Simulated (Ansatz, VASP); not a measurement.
# One calculation of RbAs2, two programs

```
Rb As
1.0
     6.68005   -2.07491    0.00000
     6.68005    2.07491    0.00000
     0.00000    0.00000   10.02666
Rb As
2 4
Direct
  0.25048 0.74952 0.75000
  0.74952 0.25048 0.25000
  0.95376 0.45391 0.75000
  0.54609 0.04624 0.75000
  0.04624 0.54609 0.25000
  0.45391 0.95376 0.25000
```

Alike in both runs: functional PBE; k mesh 4 × 4 × 2; occupations gaussian, width 0.1 eV; no spin polarisation.

Ansatz relaxed the structure, and its values are those at the end. VASP's run is a single point on that final structure, the one shown.

|  | VASP | Ansatz |
| --- | --- | --- |
| version | VASP 6.6.1 | Ansatz 0.2.0 |
| potentials or method | VASP PAW PBE potentials, release 64 (Rb_sv, As), cutoff 520 eV | scalar-relativistic, plane waves, PAW |
| valence electrons in the cell | 38 | 78 |

|  | VASP | Ansatz | Ansatz less VASP |
| --- | --- | --- | --- |
| gap on the k mesh at the Fermi level (eV) | none | none | - |
| pressure (GPa) | 0.2 | 0.1 | -0.09 |
| rms of the force components (eV/Å) | 0.020 | 0.001 | -0.0189 |

A gap of «none» marks a metal or a gap that the smearing closes. With one functional, cell and mesh, what is left measures potentials, basis and numerics. VASP's potentials hold 38 valence electrons a cell and Ansatz's 78, so a difference there can come from the potentials and not from the codes.

The k mesh is coarse, so the values compare programs but aren't converged.
